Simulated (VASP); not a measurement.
# AlRu (Pm-3m) in VASP: notebook

The runs below take AlRu through single point, with r2SCAN.

All numbers are computed with VASP 6.6.1; they aren't measurements. Logs are shortened: lines on timing, memory, paths and dates and some standing lists are left out, and cuts for length are marked.

## Step 1: The cell of the first run

It takes space group Pm-3m (No. 221, cubic). Conventional cell: a = 2.982 Å, b = 2.982 Å, c = 2.982 Å, α = 90.00°, β = 90.00°, γ = 90.00°. Al (site symmetry m-3m) has 8 Ru at 2.58 Å and 6 Al at 2.98 Å within 3.4 Å. Ru (site symmetry m-3m) has 8 Al at 2.58 Å and 6 Ru at 2.98 Å within 3.4 Å.

## Step 2: Single point, r2SCAN

Input file POSCAR:

```
AlRu
1.0
    2.9824954400      0.0000000000      0.0000000000
    0.0000000000      2.9824954400      0.0000000000
    0.0000000000      0.0000000000      2.9824954400
Al Ru
1 1
Direct
    0.0000000000      0.0000000000      0.0000000000
    0.5000000000      0.5000000000      0.5000000000
```

Input file INCAR.step1:

```
PREC = Accurate
ENCUT = 520
ISMEAR = 0
SIGMA = 0.1
LREAL = False
LASPH = True
NELM = 60
NBANDS = 16
GGA = PE
ALGO = Normal
EDIFF = 1E-4
LWAVE = True
LCHARG = False
```

Input file INCAR.step2:

```
PREC = Accurate
ENCUT = 520
EDIFF = 1E-6
ISMEAR = 0
SIGMA = 0.1
LREAL = False
LASPH = True
NELM = 60
ALGO = Normal
ISIF = 2
LWAVE = False
LCHARG = False
METAGGA = R2SCAN
LMIXTAU = True
NBANDS = 16
ISTART = 1
```

Input file KPOINTS:

```
Automatic mesh
0
Gamma
  6 6 6
```

Potentials or basis: VASP PAW PBE potentials, release 64 (Al, Ru_pv).

Launch:

```sh
> cat potpaw_PBE.64/Al/POTCAR potpaw_PBE.64/Ru_pv/POTCAR > POTCAR
> cp INCAR.step1 INCAR
> mpirun -np 1 vasp_std > vasp.out
> cp INCAR.step2 INCAR
> mpirun -np 1 vasp_std > vasp.out
```

OUTCAR:

```text
PREC = Accurate
   ENCUT = 520
   EDIFF = 1E-6
   ISMEAR = 0
   LREAL = False
   LASPH = True
   NELM = 60
   ISIF = 2
   METAGGA = R2SCAN
   ISTART = 1

 ion  position               nearest neighbor table
   1  0.000  0.000  0.000-   2 2.58   2 2.58   2 2.58   2 2.58   2 2.58   2 2.58   2 2.58   2 2.58

   2  0.500  0.500  0.500-   1 2.58   1 2.58   1 2.58   1 2.58   1 2.58   1 2.58   1 2.58   1 2.58

  LATTYP: Found a simple cubic cell.
 ALAT       =     2.9824954400

  Lattice vectors:

 A1 = (   2.9824954400,   0.0000000000,   0.0000000000)
 A2 = (   0.0000000000,   2.9824954400,   0.0000000000)
 A3 = (   0.0000000000,   0.0000000000,   2.9824954400)

Analysis of symmetry for initial positions (statically):
=====================================================================
 Subroutine PRICEL returns:
 Original cell was already a primitive cell.

 Routine SETGRP: Setting up the symmetry group for a
 simple cubic supercell.

 Subroutine GETGRP returns: Found 48 space group operations
 (whereof 48 operations were pure point group operations)
 out of a pool of 48 trial point group operations.

The static configuration has the point symmetry O_h .

Analysis of symmetry for dynamics (positions and initial velocities):
=====================================================================
 Subroutine PRICEL returns:
 Original cell was already a primitive cell.

 Routine SETGRP: Setting up the symmetry group for a
 simple cubic supercell.

 Subroutine GETGRP returns: Found 48 space group operations
 (whereof 48 operations were pure point group operations)
 out of a pool of 48 trial point group operations.

The dynamic configuration has the point symmetry O_h .

 Subroutine INISYM returns: Found 48 space group operations
 (whereof 48 operations are pure point group operations),
 and found     1 'primitive' translations

----------------------------------------------------------------------------------------

                                     Primitive cell

  volume of cell :      26.5301

  direct lattice vectors                    reciprocal lattice vectors
     2.982495440  0.000000000  0.000000000     0.335289700  0.000000000  0.000000000
     0.000000000  2.982495440  0.000000000     0.000000000  0.335289700  0.000000000
     0.000000000  0.000000000  2.982495440     0.000000000  0.000000000  0.335289700

  length of vectors
     2.982495440  2.982495440  2.982495440     0.335289700  0.335289700  0.335289700

  position of ions in fractional coordinates (direct lattice)
     0.000000000  0.000000000  0.000000000
     0.500000000  0.500000000  0.500000000

  ion indices of the primitive-cell ions
   primitive index   ion index
                 1           1
                 2           2

----------------------------------------------------------------------------------------

 KPOINTS: Automatic mesh

Automatic generation of k-mesh.
 Grid dimensions read from file:
 generate k-points for:    6    6    6

 Generating k-lattice:

  Cartesian coordinates                     Fractional coordinates (reciprocal lattice)
     0.055881617  0.000000000  0.000000000     0.166666667  0.000000000  0.000000000
     0.000000000  0.055881617  0.000000000     0.000000000  0.166666667  0.000000000
     0.000000000  0.000000000  0.055881617     0.000000000  0.000000000  0.166666667

  Length of vectors
     0.055881617  0.055881617  0.055881617

  Shift w.r.t. Gamma in fractional coordinates (k-lattice)
     0.000000000  0.000000000  0.000000000

 Subroutine IBZKPT returns following result:
 ===========================================

 Found     20 irreducible k-points:

 Following reciprocal coordinates:
            Coordinates               Weight
  0.000000  0.000000  0.000000      1.000000
  0.166667  0.000000  0.000000      6.000000
  0.333333  0.000000  0.000000      6.000000
  0.500000  0.000000  0.000000      3.000000
  0.166667  0.166667  0.000000     12.000000
  0.333333  0.166667  0.000000     24.000000
[... 12 lines left out ...]
  0.500000  0.500000  0.333333      6.000000
  0.500000  0.500000  0.500000      1.000000
   k-points           NKPTS =     20   k-points in BZ     NKDIM =     20   number of bands    NBANDS=     16
   number of dos      NEDOS =    301   number of ions     NIONS =      2
   total plane-waves  NPLWV =  13824
   dimension x,y,z NGX =    24 NGY =   24 NGZ =   24
   dimension x,y,z NGXF=    48 NGYF=   48 NGZF=   48
   ions per type =               1   1
   NGX,Y,Z   is equivalent  to a cutoff of  13.38, 13.38, 13.38 a.u.
   NGXF,Y,Z  is equivalent  to a cutoff of  26.76, 26.76, 26.76 a.u.
 SYSTEM =  unknown system
   PREC   = accura    normal or accurate (medium, high low for compatibility)
   ISTART =      1    job   : 0-new  1-cont  2-samecut
   ICHARG =      0    charge: 1-file 2-atom 10-const
   ISPIN  =      1    spin polarized calculation?
   LNONCOLLINEAR =      F non collinear calculations
   LSORBIT =      F    spin-orbit coupling
   LASPH  =      T    aspherical Exc in radial PAW
   ENCUT  =  520.0 eV  38.22 Ry    6.18 a.u.   5.55  5.55  5.55*2*pi/ulx,y,z
   NELM   =     60;   NELMIN=  2; NELMDL=  0     # of ELM steps
   EDIFF  = 0.1E-05   stopping-criterion for ELM
   LREAL  =      F    real-space projection
   EDIFFG = 0.1E-04   stopping-criterion for IOM
   NSW    =      0    number of steps for IOM
   IBRION =     -1    ionic relax: 0-MD 1-quasi-New 2-CG
   NFREE  =      0    steps in history (QN), initial steepest desc. (CG)
   ISIF   =      2    stress and relaxation
   ISYM   =      2    0-nonsym 1-usesym 2-fastsym
   POTIM  = 0.5000    time-step for ionic-motion
   TEBEG  =    0.0;   TEEND  =   0.0 temperature during run
   PSTRESS=    0.0 pullay stress
   NELECT =      17.0000    total number of electrons
   NUPDOWN=      -1.0000    fix difference up-down
   EMIN   =  10.00;   EMAX   =-10.00  energy-range for DOS
   EFERMI =   0.00;   METHOD = LEGACY
   ISMEAR =     0;   SIGMA  =   0.10  broadening in eV -4-tet -1-fermi 0-gaus
   EFERMI_NEDOS =   21; number of points for ismear=-14 and -15
   IALGO  =     38    algorithm
   IMIX   =      4    mixing-type and parameters
     AMIX     =   0.40;   BMIX     =  1.00
     AMIX_MAG =   1.60;   BMIX_MAG =  1.00
  volume/ion in A,a.u.               =      13.27        89.52
  Fermi-wavevector in a.u.,A,eV,Ry     =   1.411382  2.667126 27.102807  1.992000
  Thomas-Fermi vector in A             =   2.533239
   LORBIT       =      0    0 simple, 1 ext, 2 COOP (PROOUT), +10 PAW based schemes
   METAGGA = R2SCAN    functional components
   LHFCALC =     F    Hartree Fock is set to
   AEXX    =    0.0000 exact exchange contribution
   IVDW    =     0    specifies the selected vdW correction
   LEPSILON=     F    determine dielectric tensor
   LRPA    =     F    only Hartree local field effects (RPA)
 non-spin polarized calculation
 Gauss-broadening in eV      SIGMA  =   0.10
  energy-cutoff  :      520.00
  volume of cell :       26.53
 maximum number of plane-waves:       739
 NGX is ok and might be reduce to    24
   NGX = 11   NGY = 11   NGZ = 11

 number of electron      16.9999995 magnetization

 Free energy of the ion-electron system (eV)
  ---------------------------------------------------
  ext. energy  EPLUGINS =         0.00000000
  ---------------------------------------------------
  free energy    TOTEN  =       -33.60152284 eV

  energy without entropy =      -33.58782858  energy(sigma->0) =      -33.59467571

 E-fermi :  10.5684     XC(G=0): -13.6715

 val. band max:       10.5559686353   @ k =   0.3333   0.1667   0.0000
 cond. band min:      10.6368282822   @ k =   0.5000   0.1667   0.0000
 fundamental gap:      0.0808596469
 Fermi energy:        10.5683867091

 k-point     1 :       0.0000    0.0000    0.0000
  band No.  band energies     occupation
      1     -32.3885      2.00000
      2     -32.3885      2.00000
      3     -32.3885      2.00000
      4       0.4664      2.00000
      5       6.9514      2.00000
      6       6.9514      2.00000
[... 8 lines left out ...]
     15      22.2139      0.00000
     16      27.3457      0.00000

 k-point     2 :       0.1667    0.0000    0.0000
  band No.  band energies     occupation
      1     -32.4492      2.00000
      2     -32.3834      2.00000
      3     -32.3834      2.00000
      4       1.0269      2.00000
      5       7.0827      2.00000
      6       7.1487      2.00000
[... 8 lines left out ...]
     15      23.6894      0.00000
     16      29.0882      0.00000

 k-point     3 :       0.3333    0.0000    0.0000
  band No.  band energies     occupation
      1     -32.5689      2.00000
      2     -32.3730      2.00000
      3     -32.3730      2.00000
      4       2.5693      2.00000
      5       6.6345      2.00000
      6       7.5895      2.00000
[... 8 lines left out ...]
     15      24.7646      0.00000
     16      26.6496      0.00000

 k-point     4 :       0.5000    0.0000    0.0000
  band No.  band energies     occupation
      1     -32.6281      2.00000
      2     -32.3678      2.00000
      3     -32.3678      2.00000
      4       4.4844      2.00000
      5       4.9816      2.00000
      6       7.8398      2.00000
[... 8 lines left out ...]
     15      24.4309      0.00000
     16      24.4309      0.00000

 k-point     5 :       0.1667    0.1667    0.0000
  band No.  band energies     occupation
      1     -32.4456      2.00000
      2     -32.4410      2.00000
      3     -32.3781      2.00000
      4       1.5617      2.00000
      5       7.2392      2.00000
      6       7.3538      2.00000
[... 8 lines left out ...]
     15      24.8213      0.00000
     16      28.0114      0.00000

 k-point     6 :       0.3333    0.1667    0.0000
  band No.  band energies     occupation
      1     -32.5618      2.00000
      2     -32.4315      2.00000
      3     -32.3677      2.00000
      4       3.0100      2.00000
      5       6.7261      2.00000
      6       7.8176      2.00000
[... 8 lines left out ...]
     15      24.9662      0.00000
     16      26.4169      0.00000

 k-point     7 :       0.5000    0.1667    0.0000
  band No.  band energies     occupation
      1     -32.6202      2.00000
      2     -32.4256      2.00000
      3     -32.3625      2.00000
      4       4.8439      2.00000
      5       5.0840      2.00000
      6       8.1411      2.00000
[... 8 lines left out ...]
     15      23.7068      0.00000
     16      23.8334      0.00000

 k-point     8 :       0.3333    0.3333    0.0000
  band No.  band energies     occupation
      1     -32.5496      2.00000
      2     -32.5451      2.00000
      3     -32.3572      2.00000
      4       3.9813      2.00000
      5       6.6261      2.00000
      6       8.4096      2.00000
[... 8 lines left out ...]
     15      24.1340      0.00000
     16      26.4245      0.00000

 k-point     9 :       0.5000    0.3333    0.0000
  band No.  band energies     occupation
      1     -32.6045      2.00000
      2     -32.5401      2.00000
      3     -32.3519      2.00000
      4       4.5155      2.00000
      5       6.5261      2.00000
      6       8.8334      2.00000
[... 8 lines left out ...]
     15      23.7622      0.00000
     16      26.9440      0.00000
[... 96 lines left out ...]
 k-point    15 :       0.5000    0.3333    0.1667
  band No.  band energies     occupation
      1     -32.5975      2.00000
      2     -32.5337      2.00000
      3     -32.4087      2.00000
      4       4.7519      2.00000
      5       6.7928      2.00000
      6       7.4481      2.00000
[... 8 lines left out ...]
     15      23.1467      0.00000
     16      24.7711      0.00000

 k-point    16 :       0.5000    0.5000    0.1667
  band No.  band energies     occupation
      1     -32.5898      2.00000
      2     -32.5898      2.00000
      3     -32.4030      2.00000
      4       4.6240      2.00000
      5       7.4413      2.00000
      6       7.4413      2.00000
[... 8 lines left out ...]
     15      23.9961      0.00000
     16      23.9961      0.00000

 k-point    17 :       0.3333    0.3333    0.3333
  band No.  band energies     occupation
      1     -32.5306      2.00000
      2     -32.5259      2.00000
      3     -32.5259      2.00000
      4       4.8793      2.00000
      5       6.7348      2.00000
      6       6.7348      2.00000
[... 8 lines left out ...]
     15      21.7374      0.00000
     16      21.7374      0.00000

 k-point    18 :       0.5000    0.3333    0.3333
  band No.  band energies     occupation
      1     -32.5834      2.00000
      2     -32.5222      2.00000
      3     -32.5195      2.00000
      4       5.2177      2.00000
      5       6.3533      2.00000
      6       6.4607      2.00000
[... 8 lines left out ...]
     15      21.0127      0.00000
     16      22.5430      0.00000

 k-point    19 :       0.5000    0.5000    0.3333
  band No.  band energies     occupation
      1     -32.5763      2.00000
      2     -32.5763      2.00000
      3     -32.5144      2.00000
      4       5.3081      2.00000
      5       6.1773      2.00000
      6       6.1773      2.00000
[... 8 lines left out ...]
     15      21.2358      0.00000
     16      21.2358      0.00000

 k-point    20 :       0.5000    0.5000    0.5000
  band No.  band energies     occupation
      1     -32.5696      2.00000
      2     -32.5696      2.00000
      3     -32.5696      2.00000
      4       5.7310      2.00000
      5       5.7310      2.00000
      6       5.7310      2.00000
[... 8 lines left out ...]
     15      19.7470      0.00000
     16      21.0067      0.00000

------------------------ aborting loop because EDIFF is reached ----------------------------------------

  FORCE on cell =-STRESS in cart. coord.  units (eV):
  Direction    XX          YY          ZZ          XY          YZ          ZX
  --------------------------------------------------------------------------------------
  -------------------------------------------------------------------------------------
  Total        0.0025448      0.0025448      0.0025448      0.0000000      0.0000000     -0.0000000
  in kB        0.1536843      0.1536843      0.1536843      0.0000000      0.0000000     -0.0000000
  external PRESSURE =       0.1536843 kB  Pullay stress =       0.0000000 kB

 VOLUME and BASIS-vectors are now :
 -----------------------------------------------------------------------------
  energy-cutoff  :      520.00
  volume of cell :       26.53
      direct lattice vectors                 reciprocal lattice vectors
     2.982495440  0.000000000  0.000000000     0.335289700  0.000000000  0.000000000
     0.000000000  2.982495440  0.000000000     0.000000000  0.335289700  0.000000000
     0.000000000  0.000000000  2.982495440     0.000000000  0.000000000  0.335289700

 POSITION                                       TOTAL-FORCE (eV/Angst)
 -----------------------------------------------------------------------------------
      0.00000      0.00000      0.00000         0.000000      0.000000      0.000000
      1.49125      1.49125      1.49125         0.000000      0.000000      0.000000
 -----------------------------------------------------------------------------------
    total drift:                                0.000000     -0.000000     -0.000000

  FREE ENERGIE OF THE ION-ELECTRON SYSTEM (eV)
  ---------------------------------------------------
  free  energy   TOTEN  =       -33.6015228413 eV

  energy  without entropy=      -33.5878285798  energy(sigma->0) =      -33.59467571
```

Wall time 14 s (1 thread of Intel Xeon Platinum 8488C (Sapphire Rapids), shared host); peak memory 0.14 GiB.

Results:

```yaml
Free_energy: -33.6015 eV
Pressure: 0.0 GPa
```

Caveat: the PAW data sets were made with another functional, which shifts forces and pressure a little.

[end of part 1 of 2]
